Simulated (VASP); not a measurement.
# AlAs (pbe) (F-43m) in VASP: single point with PBE

Aim: the single point of AlAs (pbe) with PBE.

Everything below comes from runs of VASP 6.6.1. Logs are shortened: lines on timing, memory, paths and dates and some standing lists are left out, and cuts for length are marked.

### Step 1. The cell of the first run

Symmetry: F-43m, No. 216, cubic system. Conventional cell: a = 5.728 Å, b = 5.728 Å, c = 5.728 Å, α = 90.00°, β = 90.00°, γ = 90.00°. Al (site symmetry -43m) has 4 As at 2.48 Å within 3.3 Å. Within 3.3 Å of As (site symmetry -43m) lie 4 Al at 2.48 Å.

### Step 2. Single point, PBE

INCAR

```
SYSTEM = AlAs
PREC = Accurate
ENCUT = 500
EDIFF = 1E-6
ISMEAR = 0
SIGMA = 0.02
LREAL = .FALSE.
LASPH = .TRUE.
NELM = 120
ALGO = Normal
ISIF = 2
LWAVE = .FALSE.
LCHARG = .FALSE.
GGA = PE
NBANDS = 11
GGA_COMPAT = .FALSE.
```

KPOINTS

```
Automatic mesh
0
G
  8 8 8
  0 0 0
```

POSCAR

```
AlAs
1.0
    0.0000000000      2.8642081487      2.8642081487
    2.8642081487      0.0000000000      2.8642081487
    2.8642081487      2.8642081487      0.0000000000
Al As
1 1
Direct
    0.0000000000      0.0000000000      0.0000000000
    0.2500000000      0.2500000000      0.2500000000
```

Potentials or basis: VASP PAW PBE potentials, release 64 (Al, As).

Launch:

```bash
$ cat potpaw_PBE.64/Al/POTCAR potpaw_PBE.64/As/POTCAR > POTCAR
$ mpirun -np 1 vasp_std > vasp.out
```

OUTCAR:

```text
SYSTEM = AlAs
   PREC = Accurate
   ENCUT = 500
   EDIFF = 1E-6
   ISMEAR = 0
   LREAL = .FALSE.
   LASPH = .TRUE.
   NELM = 120
   ISIF = 2
   GGA = PE

 ion  position               nearest neighbor table
   1  0.000  0.000  0.000-   2 2.48   2 2.48   2 2.48   2 2.48
   2  0.250  0.250  0.250-   1 2.48   1 2.48   1 2.48   1 2.48

  LATTYP: Found a face centered cubic cell.
 ALAT       =     5.7284162974

  Lattice vectors:

 A1 = (   0.0000000000,   2.8642081487,   2.8642081487)
 A2 = (   2.8642081487,   0.0000000000,   2.8642081487)
 A3 = (   2.8642081487,   2.8642081487,   0.0000000000)

Analysis of symmetry for initial positions (statically):
=====================================================================
 Subroutine PRICEL returns:
 Original cell was already a primitive cell.

 Routine SETGRP: Setting up the symmetry group for a
 face centered cubic supercell.

 Subroutine GETGRP returns: Found 24 space group operations
 (whereof 24 operations were pure point group operations)
 out of a pool of 48 trial point group operations.

The static configuration has the point symmetry T_d .

Analysis of symmetry for dynamics (positions and initial velocities):
=====================================================================
 Subroutine PRICEL returns:
 Original cell was already a primitive cell.

 Routine SETGRP: Setting up the symmetry group for a
 face centered cubic supercell.

 Subroutine GETGRP returns: Found 24 space group operations
 (whereof 24 operations were pure point group operations)
 out of a pool of 48 trial point group operations.

The dynamic configuration has the point symmetry T_d .

 Subroutine INISYM returns: Found 24 space group operations
 (whereof 24 operations are pure point group operations),
 and found     1 'primitive' translations

----------------------------------------------------------------------------------------

                                     Primitive cell

  volume of cell :      46.9941

  direct lattice vectors                    reciprocal lattice vectors
     0.000000000  2.864208149  2.864208149    -0.174568318  0.174568318  0.174568318
     2.864208149  0.000000000  2.864208149     0.174568318 -0.174568318  0.174568318
     2.864208149  2.864208149  0.000000000     0.174568318  0.174568318 -0.174568318

  length of vectors
     4.050602009  4.050602009  4.050602009     0.302361197  0.302361197  0.302361197

  position of ions in fractional coordinates (direct lattice)
     0.000000000  0.000000000  0.000000000
     0.250000000  0.250000000  0.250000000

  ion indices of the primitive-cell ions
   primitive index   ion index
                 1           1
                 2           2

----------------------------------------------------------------------------------------

 KPOINTS: Automatic mesh

Automatic generation of k-mesh.
 Grid dimensions read from file:
 generate k-points for:    8    8    8

 Generating k-lattice:

  Cartesian coordinates                     Fractional coordinates (reciprocal lattice)
    -0.021821040  0.021821040  0.021821040     0.125000000  0.000000000  0.000000000
     0.021821040 -0.021821040  0.021821040     0.000000000  0.125000000  0.000000000
     0.021821040  0.021821040 -0.021821040     0.000000000  0.000000000  0.125000000

  Length of vectors
     0.037795150  0.037795150  0.037795150

  Shift w.r.t. Gamma in fractional coordinates (k-lattice)
     0.000000000  0.000000000  0.000000000

 Subroutine IBZKPT returns following result:
 ===========================================

 Found     29 irreducible k-points:

 Following reciprocal coordinates:
            Coordinates               Weight
  0.000000  0.000000  0.000000      1.000000
  0.125000  0.000000  0.000000      8.000000
  0.250000  0.000000  0.000000      8.000000
  0.375000  0.000000  0.000000      8.000000
  0.500000  0.000000  0.000000      4.000000
  0.125000  0.125000  0.000000      6.000000
[... 16 lines left out ...]
  0.500000  0.250000  0.125000     48.000000
 -0.375000  0.250000  0.125000     24.000000
 [... further k-points ...]
   k-points           NKPTS =     29   k-points in BZ     NKDIM =     29   number of bands    NBANDS=     11
   number of dos      NEDOS =    301   number of ions     NIONS =      2
   total plane-waves  NPLWV =  27000
   dimension x,y,z NGX =    30 NGY =   30 NGZ =   30
   dimension x,y,z NGXF=    60 NGYF=   60 NGZF=   60
   ions per type =               1   1
   NGX,Y,Z   is equivalent  to a cutoff of  12.31, 12.31, 12.31 a.u.
   NGXF,Y,Z  is equivalent  to a cutoff of  24.63, 24.63, 24.63 a.u.
 SYSTEM =  AlAs
   PREC   = accura    normal or accurate (medium, high low for compatibility)
   ISTART =      0    job   : 0-new  1-cont  2-samecut
   ICHARG =      2    charge: 1-file 2-atom 10-const
   ISPIN  =      1    spin polarized calculation?
   LNONCOLLINEAR =      F non collinear calculations
   LSORBIT =      F    spin-orbit coupling
   LASPH  =      T    aspherical Exc in radial PAW
   ENCUT  =  500.0 eV  36.75 Ry    6.06 a.u.   7.39  7.39  7.39*2*pi/ulx,y,z
   NELM   =    120;   NELMIN=  2; NELMDL= -5     # of ELM steps
   EDIFF  = 0.1E-05   stopping-criterion for ELM
   LREAL  =      F    real-space projection
   EDIFFG = 0.1E-04   stopping-criterion for IOM
   NSW    =      0    number of steps for IOM
   IBRION =     -1    ionic relax: 0-MD 1-quasi-New 2-CG
   NFREE  =      0    steps in history (QN), initial steepest desc. (CG)
   ISIF   =      2    stress and relaxation
   ISYM   =      2    0-nonsym 1-usesym 2-fastsym
   POTIM  = 0.5000    time-step for ionic-motion
   TEBEG  =    0.0;   TEEND  =   0.0 temperature during run
   PSTRESS=    0.0 pullay stress
   NELECT =       8.0000    total number of electrons
   NUPDOWN=      -1.0000    fix difference up-down
   EMIN   =  10.00;   EMAX   =-10.00  energy-range for DOS
   EFERMI =   0.00;   METHOD = LEGACY
   ISMEAR =     0;   SIGMA  =   0.02  broadening in eV -4-tet -1-fermi 0-gaus
   EFERMI_NEDOS =   21; number of points for ismear=-14 and -15
   IALGO  =     38    algorithm
   IMIX   =      4    mixing-type and parameters
     AMIX     =   0.40;   BMIX     =  1.00
     AMIX_MAG =   1.60;   BMIX_MAG =  1.00
  volume/ion in A,a.u.               =      23.50       158.57
  Fermi-wavevector in a.u.,A,eV,Ry     =   0.907313  1.714572 11.200535  0.823216
  Thomas-Fermi vector in A             =   2.031105
   LORBIT       =      0    0 simple, 1 ext, 2 COOP (PROOUT), +10 PAW based schemes
   GGA     = PE    functional components
   LHFCALC =     F    Hartree Fock is set to
   AEXX    =    0.0000 exact exchange contribution
   IVDW    =     0    specifies the selected vdW correction
   LEPSILON=     F    determine dielectric tensor
   LRPA    =     F    only Hartree local field effects (RPA)
 non-spin polarized calculation
 Gauss-broadening in eV      SIGMA  =   0.02
  energy-cutoff  :      500.00
  volume of cell :       46.99
 maximum number of plane-waves:      1243
 NGX is ok and might be reduce to    30
   NGX = 15   NGY = 15   NGZ = 15

 number of electron       7.9999999 magnetization

 Free energy of the ion-electron system (eV)
  ---------------------------------------------------
  ext. energy  EPLUGINS =         0.00000000
  ---------------------------------------------------
  free energy    TOTEN  =        -9.38799790 eV

  energy without entropy =       -9.38799790  energy(sigma->0) =       -9.38799790

 E-fermi :   3.7545     XC(G=0):  -8.9035

 val. band max:        3.5916124857   @ k =   0.0000   0.0000   0.0000
 cond. band min:       5.0864888021   @ k =   0.5000   0.5000   0.0000
 fundamental gap:      1.4948763165
 Fermi energy:         3.7544806784

 k-point     1 :       0.0000    0.0000    0.0000
  band No.  band energies     occupation
      1      -8.0776      2.00000
      2       3.5916      2.00000
      3       3.5916      2.00000
      4       3.5916      2.00000
      5       5.3721      0.00000
      6       7.8181      0.00000
      7       7.8181      0.00000
      8       7.8181      0.00000
      9      12.2729      0.00000
     10      12.5333      0.00000
     11      12.5333      0.00000

 k-point     2 :       0.1250    0.0000    0.0000
  band No.  band energies     occupation
      1      -7.9316      2.00000
      2       2.1671      2.00000
      3       3.4361      2.00000
      4       3.4361      2.00000
      5       6.1720      0.00000
      6       8.0911      0.00000
      7       8.0911      0.00000
      8       8.1752      0.00000
      9      11.9515      0.00000
     10      11.9515      0.00000
     11      12.9928      0.00000

 k-point     3 :       0.2500    0.0000    0.0000
  band No.  band energies     occupation
      1      -7.5281      2.00000
      2       0.2679      2.00000
      3       3.1280      2.00000
      4       3.1280      2.00000
      5       6.0581      0.00000
      6       8.4360      0.00000
      7       8.4360      0.00000
      8       9.8370      0.00000
      9      11.8414      0.00000
     10      11.8414      0.00000
     11      12.8817      0.00000

 k-point     4 :       0.3750    0.0000    0.0000
  band No.  band energies     occupation
      1      -7.0108      2.00000
      2      -1.2200      2.00000
      3       2.8811      2.00000
      4       2.8811      2.00000
      5       5.7294      0.00000
      6       8.3497      0.00000
      7       8.3497      0.00000
      8      11.1835      0.00000
      9      13.0840      0.00000
     10      13.0840      0.00000
     11      13.1067      0.00000
[... 239 lines left out ...]
 k-point    22 :       0.3750    0.2500    0.1250
  band No.  band energies     occupation
      1      -7.1914      2.00000
      2      -0.1189      2.00000
      3       1.7125      2.00000
      4       2.6483      2.00000
      5       7.1460      0.00000
      6       7.6921      0.00000
      7       8.8641      0.00000
      8       9.9872      0.00000
      9      11.6284      0.00000
     10      13.8666      0.00000
     11      15.3728      0.00000

 k-point    23 :       0.5000    0.2500    0.1250
  band No.  band energies     occupation
      1      -6.7275      2.00000
      2      -1.0878      2.00000
      3       1.1413      2.00000
      4       2.2836      2.00000
      5       7.1978      0.00000
      6       7.9767      0.00000
      7       9.2795      0.00000
      8      10.3409      0.00000
      9      12.7597      0.00000
     10      13.9644      0.00000
     11      15.5833      0.00000

 k-point    24 :      -0.3750    0.2500    0.1250
  band No.  band energies     occupation
      1      -6.4905      2.00000
      2      -1.5411      2.00000
      3       0.9904      2.00000
      4       2.1089      2.00000
      5       7.1712      0.00000
      6       7.8023      0.00000
      7      10.1295      0.00000
      8      11.0934      0.00000
      9      11.8095      0.00000
     10      14.4536      0.00000
     11      15.6740      0.00000

 [... further k-points ...]

------------------------ aborting loop because EDIFF is reached ----------------------------------------

  FORCE on cell =-STRESS in cart. coord.  units (eV):
  Direction    XX          YY          ZZ          XY          YZ          ZX
  --------------------------------------------------------------------------------------
  -------------------------------------------------------------------------------------
  Total        0.0460986      0.0460986      0.0460986      0.0000000      0.0000000     -0.0000000
  in kB        1.5716447      1.5716447      1.5716447      0.0000000      0.0000000     -0.0000000
  external PRESSURE =       1.5716447 kB  Pullay stress =       0.0000000 kB

 VOLUME and BASIS-vectors are now :
 -----------------------------------------------------------------------------
  energy-cutoff  :      500.00
  volume of cell :       46.99
      direct lattice vectors                 reciprocal lattice vectors
     0.000000000  2.864208149  2.864208149    -0.174568318  0.174568318  0.174568318
     2.864208149  0.000000000  2.864208149     0.174568318 -0.174568318  0.174568318
     2.864208149  2.864208149  0.000000000     0.174568318  0.174568318 -0.174568318

 POSITION                                       TOTAL-FORCE (eV/Angst)
 -----------------------------------------------------------------------------------
      0.00000      0.00000      0.00000         0.000000      0.000000     -0.000000
      1.43210      1.43210      1.43210        -0.000000     -0.000000      0.000000
 -----------------------------------------------------------------------------------
    total drift:                               -0.000000     -0.000000     -0.000000

  FREE ENERGIE OF THE ION-ELECTRON SYSTEM (eV)
  ---------------------------------------------------
  free  energy   TOTEN  =        -9.3879978988 eV

  energy  without entropy=       -9.3879978988  energy(sigma->0) =       -9.38799790
```

Wall time 6.1 s (1 thread of Intel Xeon 6975P-C (Granite Rapids), shared host); peak memory 0.17 GiB.

Results:

| Quantity | Value |
| --- | --- |
| Free energy | -9.3880 eV |
| Pressure | 0.2 GPa |
| Band gap on the k mesh | 1.49 eV, indirect (least direct gap 1.78 eV) |

A k mesh can miss the band edges. As with any semilocal functional, this PBE gap is likely too small.
